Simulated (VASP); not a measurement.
# GePdF4 (F-43m) in VASP: further runs

GePdF4 is run at these levels: PBE; tasks: single point, relaxation of cell and atoms.

Program: VASP 6.6.1. These are calculated values, not measurements. Logs are shortened: lines on timing, memory, paths and dates and some standing lists are left out, and cuts for length are marked.

**1. The cell of the first run**

Symmetry: F-43m, No. 216, cubic system. Conventional cell: a = 6.577 Å, b = 6.577 Å, c = 6.577 Å, α = 90.00°, β = 90.00°, γ = 90.00°. Within 3.6 Å of Ge (site symmetry -43m) lie 12 F at 2.73 Å and 4 Pd at 2.85 Å. Within 3.6 Å of Pd (site symmetry -43m) lie 12 F at 2.73 Å and 4 Ge at 2.85 Å. F (site symmetry 3m) has 6 F at 2.31 to 2.34 Å and 3 Ge at 2.73 Å and 3 Pd at 2.73 Å within 3.1 Å.

**2. Single point, PBE**

Input file INCAR:

```
SYSTEM = GePdF4
  PREC = Accurate
  ENCUT = 520
  EDIFF = 1E-6
  ISMEAR = 0
  SIGMA = 0.1
  LREAL = .False.
  LASPH = .True.
  NELM = 80
  ALGO = Normal
  ISIF = 2
  LWAVE = .False.
  LCHARG = .False.
  GGA = PE
  NBANDS = 35
```

Input file KPOINTS:

```
Automatic mesh
0
Gamma
  10 10 10
  0 0 0
```

Input file POSCAR:

```
GePdF4
1.0
    0.0000000000      3.2886161686      3.2886161686
    3.2886161686      0.0000000000      3.2886161686
    3.2886161686      3.2886161686      0.0000000000
Ge Pd F
1 1 4
Direct
    0.0000000000      0.0000000000      0.0000000000
    0.7500000000      0.7500000000      0.7500000000
    0.8769626826      0.3743457725      0.3743457725
    0.3743457725      0.3743457725      0.3743457725
    0.3743457725      0.8769626826      0.3743457725
    0.3743457725      0.3743457725      0.8769626826
```

Potentials or basis: VASP PAW PBE potentials, release 64 (Ge_d, Pd, F).

On the command line:

```
$ cat potpaw_PBE.64/Ge_d/POTCAR potpaw_PBE.64/Pd/POTCAR potpaw_PBE.64/F/POTCAR > POTCAR
$ mpirun -np 1 vasp_std > vasp.out
```

OUTCAR:

```text
SYSTEM = GePdF4
   PREC = Accurate
   ENCUT = 520
   EDIFF = 1E-6
   ISMEAR = 0
   LREAL = .False.
   LASPH = .True.
   NELM = 80
   ISIF = 2
   GGA = PE

 ion  position               nearest neighbor table
   1  0.000  0.000  0.000-   2 2.85   2 2.85   2 2.85   2 2.85
   2  0.750  0.750  0.750-   1 2.85   1 2.85   1 2.85   1 2.85
   3  0.877  0.374  0.374-
   4  0.374  0.374  0.374-
   5  0.374  0.877  0.374-
   6  0.374  0.374  0.877-

  LATTYP: Found a face centered cubic cell.
 ALAT       =     6.5772323372

  Lattice vectors:

 A1 = (   0.0000000000,   3.2886161686,   3.2886161686)
 A2 = (   3.2886161686,   0.0000000000,   3.2886161686)
 A3 = (   3.2886161686,   3.2886161686,   0.0000000000)

Analysis of symmetry for initial positions (statically):
=====================================================================
 Subroutine PRICEL returns:
 Original cell was already a primitive cell.

 Routine SETGRP: Setting up the symmetry group for a
 face centered cubic supercell.

 Subroutine GETGRP returns: Found 24 space group operations
 (whereof 24 operations were pure point group operations)
 out of a pool of 48 trial point group operations.

The static configuration has the point symmetry T_d .

Analysis of symmetry for dynamics (positions and initial velocities):
=====================================================================
 Subroutine PRICEL returns:
 Original cell was already a primitive cell.

 Routine SETGRP: Setting up the symmetry group for a
 face centered cubic supercell.

 Subroutine GETGRP returns: Found 24 space group operations
 (whereof 24 operations were pure point group operations)
 out of a pool of 48 trial point group operations.

The dynamic configuration has the point symmetry T_d .

 Subroutine INISYM returns: Found 24 space group operations
 (whereof 24 operations are pure point group operations),
 and found     1 'primitive' translations

----------------------------------------------------------------------------------------

                                     Primitive cell

  volume of cell :      71.1327

  direct lattice vectors                    reciprocal lattice vectors
     0.000000000  3.288616169  3.288616169    -0.152039634  0.152039634  0.152039634
     3.288616169  0.000000000  3.288616169     0.152039634 -0.152039634  0.152039634
     3.288616169  3.288616169  0.000000000     0.152039634  0.152039634 -0.152039634

  length of vectors
     4.650805587  4.650805587  4.650805587     0.263340372  0.263340372  0.263340372

  position of ions in fractional coordinates (direct lattice)
     0.000000000  0.000000000  0.000000000
     0.750000000  0.750000000  0.750000000
     0.876962683  0.374345772  0.374345772
     0.374345772  0.374345772  0.374345772
     0.374345772  0.876962683  0.374345772
     0.374345772  0.374345772  0.876962683

  ion indices of the primitive-cell ions
   primitive index   ion index
                 1           1
                 2           2
                 3           3
                 4           4
                 5           5
                 6           6

----------------------------------------------------------------------------------------

 KPOINTS: Automatic mesh

Automatic generation of k-mesh.
 Grid dimensions read from file:
 generate k-points for:   10   10   10

 Generating k-lattice:

  Cartesian coordinates                     Fractional coordinates (reciprocal lattice)
    -0.015203963  0.015203963  0.015203963     0.100000000  0.000000000  0.000000000
     0.015203963 -0.015203963  0.015203963     0.000000000  0.100000000  0.000000000
     0.015203963  0.015203963 -0.015203963     0.000000000  0.000000000  0.100000000

  Length of vectors
     0.026334037  0.026334037  0.026334037

  Shift w.r.t. Gamma in fractional coordinates (k-lattice)
     0.000000000  0.000000000  0.000000000

 Subroutine IBZKPT returns following result:
 ===========================================

 Found     47 irreducible k-points:

 Following reciprocal coordinates:
            Coordinates               Weight
  0.000000  0.000000  0.000000      1.000000
  0.100000  0.000000  0.000000      8.000000
  0.200000  0.000000  0.000000      8.000000
  0.300000  0.000000  0.000000      8.000000
  0.400000  0.000000  0.000000      8.000000
  0.500000  0.000000  0.000000      4.000000
[... 16 lines left out ...]
  0.300000  0.300000  0.000000      6.000000
  0.400000  0.300000  0.000000     24.000000
 [... further k-points ...]
   k-points           NKPTS =     47   k-points in BZ     NKDIM =     47   number of bands    NBANDS=     35
   number of dos      NEDOS =    301   number of ions     NIONS =      6
   total plane-waves  NPLWV =  46656
   dimension x,y,z NGX =    36 NGY =   36 NGZ =   36
   dimension x,y,z NGXF=    72 NGYF=   72 NGZF=   72
   ions per type =               1   1   4
   NGX,Y,Z   is equivalent  to a cutoff of  12.87, 12.87, 12.87 a.u.
   NGXF,Y,Z  is equivalent  to a cutoff of  25.74, 25.74, 25.74 a.u.
 SYSTEM =  GePdF4
   PREC   = accura    normal or accurate (medium, high low for compatibility)
   ISTART =      0    job   : 0-new  1-cont  2-samecut
   ICHARG =      2    charge: 1-file 2-atom 10-const
   ISPIN  =      1    spin polarized calculation?
   LNONCOLLINEAR =      F non collinear calculations
   LSORBIT =      F    spin-orbit coupling
   LASPH  =      T    aspherical Exc in radial PAW
   ENCUT  =  520.0 eV  38.22 Ry    6.18 a.u.   8.65  8.65  8.65*2*pi/ulx,y,z
   NELM   =     80;   NELMIN=  2; NELMDL= -5     # of ELM steps
   EDIFF  = 0.1E-05   stopping-criterion for ELM
   LREAL  =      F    real-space projection
   EDIFFG = 0.1E-04   stopping-criterion for IOM
   NSW    =      0    number of steps for IOM
   IBRION =     -1    ionic relax: 0-MD 1-quasi-New 2-CG
   NFREE  =      0    steps in history (QN), initial steepest desc. (CG)
   ISIF   =      2    stress and relaxation
   ISYM   =      2    0-nonsym 1-usesym 2-fastsym
   POTIM  = 0.5000    time-step for ionic-motion
   TEBEG  =    0.0;   TEEND  =   0.0 temperature during run
   PSTRESS=    0.0 pullay stress
   NELECT =      52.0000    total number of electrons
   NUPDOWN=      -1.0000    fix difference up-down
   EMIN   =  10.00;   EMAX   =-10.00  energy-range for DOS
   EFERMI =   0.00;   METHOD = LEGACY
   ISMEAR =     0;   SIGMA  =   0.10  broadening in eV -4-tet -1-fermi 0-gaus
   EFERMI_NEDOS =   21; number of points for ismear=-14 and -15
   IALGO  =     38    algorithm
   IMIX   =      4    mixing-type and parameters
     AMIX     =   0.40;   BMIX     =  1.00
     AMIX_MAG =   1.60;   BMIX_MAG =  1.00
  volume/ion in A,a.u.               =      11.86        80.00
  Fermi-wavevector in a.u.,A,eV,Ry     =   1.474753  2.786880 29.591281  2.174898
  Thomas-Fermi vector in A             =   2.589486
   LORBIT       =      0    0 simple, 1 ext, 2 COOP (PROOUT), +10 PAW based schemes
   GGA     = PE    functional components
   LHFCALC =     F    Hartree Fock is set to
   AEXX    =    0.0000 exact exchange contribution
   IVDW    =     0    specifies the selected vdW correction
   LEPSILON=     F    determine dielectric tensor
   LRPA    =     F    only Hartree local field effects (RPA)
 non-spin polarized calculation
 Gauss-broadening in eV      SIGMA  =   0.10
  energy-cutoff  :      520.00
  volume of cell :       71.13
 maximum number of plane-waves:      1936
   NGX = 17   NGY = 17   NGZ = 17

 number of electron      51.9999966 magnetization

 Free energy of the ion-electron system (eV)
  ---------------------------------------------------
  ext. energy  EPLUGINS =         0.00000000
  ---------------------------------------------------
  free energy    TOTEN  =       -19.19154643 eV

  energy without entropy =      -19.11242677  energy(sigma->0) =      -19.15198660

 E-fermi :   2.7461     XC(G=0): -11.2976

 val. band max:        2.7446070395   @ k =  -0.3000   0.4000   0.1000
 cond. band min:       2.7463656870   @ k =   0.5000   0.1000   0.0000
 fundamental gap:      0.0017586475
 Fermi energy:         2.7460851844

 k-point     1 :       0.0000    0.0000    0.0000
  band No.  band energies     occupation
      1     -21.7105      2.00000
      2     -21.7105      2.00000
      3     -21.7105      2.00000
      4     -21.7025      2.00000
      5     -21.7025      2.00000
      6     -19.2680      2.00000
[... 27 lines left out ...]
     34      13.8112      0.00000
     35      18.9641      0.00000

 k-point     2 :       0.1000    0.0000    0.0000
  band No.  band energies     occupation
      1     -21.7106      2.00000
      2     -21.7104      2.00000
      3     -21.7104      2.00000
      4     -21.7026      2.00000
      5     -21.7026      2.00000
      6     -19.2390      2.00000
[... 27 lines left out ...]
     34      13.8444      0.00000
     35      18.6978      0.00000

 k-point     3 :       0.2000    0.0000    0.0000
  band No.  band energies     occupation
      1     -21.7109      2.00000
      2     -21.7102      2.00000
      3     -21.7102      2.00000
      4     -21.7029      2.00000
      5     -21.7029      2.00000
      6     -19.1566      2.00000
[... 27 lines left out ...]
     34      13.9311      0.00000
     35      18.2945      0.00000
[... 723 lines left out ...]
 k-point    23 :       0.3000    0.3000    0.0000
  band No.  band energies     occupation
      1     -21.7121      2.00000
      2     -21.7092      2.00000
      3     -21.7092      2.00000
      4     -21.7054      2.00000
      5     -21.7021      2.00000
      6     -18.9399      2.00000
[... 27 lines left out ...]
     34      14.2468      0.00000
     35      17.4464      0.00000

 k-point    24 :       0.4000    0.3000    0.0000
  band No.  band energies     occupation
      1     -21.7123      2.00000
      2     -21.7091      2.00000
      3     -21.7090      2.00000
      4     -21.7060      2.00000
      5     -21.7021      2.00000
      6     -18.8229      2.00000
[... 27 lines left out ...]
     34      14.6275      0.00000
     35      17.8746      0.00000

 [... further k-points ...]

------------------------ aborting loop because EDIFF is reached ----------------------------------------

  FORCE on cell =-STRESS in cart. coord.  units (eV):
  Direction    XX          YY          ZZ          XY          YZ          ZX
  --------------------------------------------------------------------------------------
  -------------------------------------------------------------------------------------
  Total       -0.1219461     -0.1219461     -0.1219461     -0.0000000     -0.0000000     -0.0000000
  in kB       -2.7466858     -2.7466858     -2.7466858     -0.0000000     -0.0000000     -0.0000000
  external PRESSURE =      -2.7466858 kB  Pullay stress =       0.0000000 kB

 VOLUME and BASIS-vectors are now :
 -----------------------------------------------------------------------------
  energy-cutoff  :      520.00
  volume of cell :       71.13
      direct lattice vectors                 reciprocal lattice vectors
     0.000000000  3.288616169  3.288616169    -0.152039634  0.152039634  0.152039634
     3.288616169  0.000000000  3.288616169     0.152039634 -0.152039634  0.152039634
     3.288616169  3.288616169  0.000000000     0.152039634  0.152039634 -0.152039634

 POSITION                                       TOTAL-FORCE (eV/Angst)
 -----------------------------------------------------------------------------------
      0.00000      0.00000      0.00000         0.000000      0.000000      0.000000
      4.93292      4.93292      4.93292         0.000000      0.000000      0.000000
      2.46216      4.11507      4.11507        -0.001845      0.001845      0.001845
      2.46216      2.46216      2.46216        -0.001845     -0.001845     -0.001845
      4.11507      2.46216      4.11507         0.001845     -0.001845      0.001845
      4.11507      4.11507      2.46216         0.001845      0.001845     -0.001845
 -----------------------------------------------------------------------------------
    total drift:                               -0.000001     -0.000001     -0.000000

  FREE ENERGIE OF THE ION-ELECTRON SYSTEM (eV)
  ---------------------------------------------------
  free  energy   TOTEN  =       -19.1915464256 eV

  energy  without entropy=      -19.1124267711  energy(sigma->0) =      -19.15198660
```

It took 83 s on 1 thread of AMD EPYC 9R45 (Zen 5), shared host; peak memory 0.24 GiB.

What came out:

- Free energy: -19.1915 eV
- Pressure: -0.3 GPa
- Largest force: 0.003 eV/Å
- Band gap on the k mesh: zero (band 26 reaches 2.84 eV, above the bottom of band 27 at 2.70 eV)

Forces in eV/Å, atoms in the order of the input:
```
Ge   0.000  0.000  0.000
Pd   0.000  0.000  0.000
F   -0.002  0.002  0.002
F   -0.002 -0.002 -0.002
F    0.002 -0.002  0.002
F    0.002  0.002 -0.002
```

**3. Relaxation of cell and atoms, PBE**

This run uses another cell than the first one, of 12.14 Å³/atom, 1.024 times its volume.

Input file INCAR:

```
  ALGO = Normal
  EDIFF = 1E-6
  EDIFFG = -0.01
  ENCUT = 600
  GGA = PE
  IBRION = 2
  ISIF = 3
  ISMEAR = 0
  LASPH = T
  LCHARG = F
  LREAL = F
  LWAVE = F
  NELM = 100
  NSW = 100
  PREC = Accurate
  SIGMA = 0.1
```

Input file KPOINTS:

```
k-points
0
Gamma
  10 10 10
```

Input file POSCAR:

```
GePdF4
1.0
    0.0000000000      3.3142867800      3.3142867800
    3.3142867800      0.0000000000      3.3142867800
    3.3142867800      3.3142867800      0.0000000000
Ge Pd F
1 1 4
Direct
    0.0000000000      0.0000000000      0.0000000000
    0.7500000000      0.7500000000      0.7500000000
    0.8714018200      0.3761993900      0.3761993900
    0.3761993900      0.3761993900      0.3761993900
    0.3761993900      0.8714018200      0.3761993900
    0.3761993900      0.3761993900      0.8714018200
```

Potentials or basis: VASP PAW PBE potentials, release 64 (Ge_d, Pd, F).

On the command line:

```
$ cat potpaw_PBE.64/Ge_d/POTCAR potpaw_PBE.64/Pd/POTCAR potpaw_PBE.64/F/POTCAR > POTCAR
$ mpirun -np 1 vasp_std > vasp.out
```

OUTCAR:

```text
EDIFF = 1E-6
   EDIFFG = -0.01
   ENCUT = 600
   GGA = PE
   IBRION = 2
   ISIF = 3
   ISMEAR = 0
   LASPH = T
   LREAL = F
   NELM = 100
   NSW = 100
   PREC = Accurate

 ion  position               nearest neighbor table
   1  0.000  0.000  0.000-   2 2.87   2 2.87   2 2.87   2 2.87
   2  0.750  0.750  0.750-   1 2.87   1 2.87   1 2.87   1 2.87
   3  0.871  0.376  0.376-
   4  0.376  0.376  0.376-
   5  0.376  0.871  0.376-
   6  0.376  0.376  0.871-

  LATTYP: Found a face centered cubic cell.
 ALAT       =     6.6285735600

  Lattice vectors:

 A1 = (   0.0000000000,   3.3142867800,   3.3142867800)
 A2 = (   3.3142867800,   0.0000000000,   3.3142867800)
 A3 = (   3.3142867800,   3.3142867800,   0.0000000000)

Analysis of symmetry for initial positions (statically):
=====================================================================
 Subroutine PRICEL returns:
 Original cell was already a primitive cell.

 Routine SETGRP: Setting up the symmetry group for a
 face centered cubic supercell.

 Subroutine GETGRP returns: Found 24 space group operations
[... 180 lines left out ...]
  Direction    XX          YY          ZZ          XY          YZ          ZX
  --------------------------------------------------------------------------------------
  -------------------------------------------------------------------------------------
  Total       -0.9686542     -0.9686542     -0.9686542      0.0000000      0.0000000     -0.0000000
  in kB      -21.3146942    -21.3146942    -21.3146942      0.0000000      0.0000000     -0.0000000
  external PRESSURE =     -21.3146942 kB  Pullay stress =       0.0000000 kB
[... 67 lines left out ...]
--------------------------------------- Ionic step        3  -------------------------------------------

 number of electron      52.0000011 magnetization

 Free energy of the ion-electron system (eV)
  ---------------------------------------------------
  ext. energy  EPLUGINS =         0.00000000
  ---------------------------------------------------
  free energy    TOTEN  =       -19.20026397 eV

  energy without entropy =      -19.12110619  energy(sigma->0) =      -19.16068508

 E-fermi :   2.7976     XC(G=0): -11.3241

 val. band max:        2.7974823827   @ k =  -0.3000   0.4000   0.1000
 cond. band min:       2.7978400559   @ k =  -0.4000   0.1000   0.0000
 fundamental gap:      0.0003576732
 Fermi energy:         2.7975577074

 k-point     1 :       0.0000    0.0000    0.0000
  band No.  band energies     occupation
      1     -21.6532      2.00000
      2     -21.6532      2.00000
      3     -21.6532      2.00000
      4     -21.6451      2.00000
      5     -21.6451      2.00000
      6     -19.2465      2.00000
[... 805 lines left out ...]
     30       6.9764      0.00000
     31      10.9499      0.00000

 [... further k-points ...]

------------------------ aborting loop because EDIFF is reached ----------------------------------------

  FORCE on cell =-STRESS in cart. coord.  units (eV):
  Direction    XX          YY          ZZ          XY          YZ          ZX
  --------------------------------------------------------------------------------------
  -------------------------------------------------------------------------------------
  Total       -0.0112817     -0.0112817     -0.0112817     -0.0000000     -0.0000000     -0.0000000
  in kB       -0.2553263     -0.2553263     -0.2553263     -0.0000000     -0.0000000     -0.0000000
  external PRESSURE =      -0.2553263 kB  Pullay stress =       0.0000000 kB
[... 21 lines left out ...]
  FREE ENERGIE OF THE ION-ELECTRON SYSTEM (eV)
  ---------------------------------------------------
  free  energy   TOTEN  =       -19.2002639703 eV

  energy  without entropy=      -19.1211061871  energy(sigma->0) =      -19.16068508

 reached required accuracy - stopping structural energy minimisation
```

Wall time 3.3 min (1 thread of AMD EPYC 9R45 (Zen 5), shared host); peak memory 0.29 GiB.

Results:

```
Free energy                            : -19.2003 eV
Relaxed volume                         : 11.80 Å³/atom
Relaxed cell                           : a = 4.643 Å, b = 4.643 Å, c = 4.643 Å, α = 60.00°, β = 60.00°, γ = 60.00°
Space group after relaxing (to 0.05 Å) : F-43m (No. 216)
Energy gained by relaxing              : 5.0 meV/atom
Ionic steps                            : 3
Pressure after relaxing                : 0.0 GPa
Largest force after relaxing           : 0.006 eV/Å
Band gap on the k mesh                 : zero (band 26 reaches 2.89 eV, above the bottom of band 27 at 2.75 eV)
```

Forces in eV/Å, atoms in the order of the input:
```
Ge   0.000  0.000  0.000
Pd   0.000  0.000  0.000
F    0.003 -0.003 -0.003
F    0.003  0.003  0.003
F   -0.003  0.003 -0.003
F   -0.003 -0.003  0.003
```

Step by step:
```csv
step,energy change (eV),largest force (eV/Å),pressure (GPa),volume (Å³)
1,0.0000,0.3740,-2.13,72.81
2,-0.0293,0.0617,-0.39,71.12
3,-0.0301,0.0059,-0.03,70.79
```

Final structure:
```xyz
6
Lattice="0.0000 3.2834 3.2834 3.2834 0.0000 3.2834 3.2834 3.2834 0.0000" Properties=species:S:1:pos:R:3 pbc="T T T"
Ge    0.0000    0.0000    0.0000
Pd    4.9251    4.9251    4.9251
F     2.4580    4.1087    4.1087
F     2.4580    2.4580    2.4580
F     4.1087    2.4580    4.1087
F     4.1087    4.1087    2.4580
```
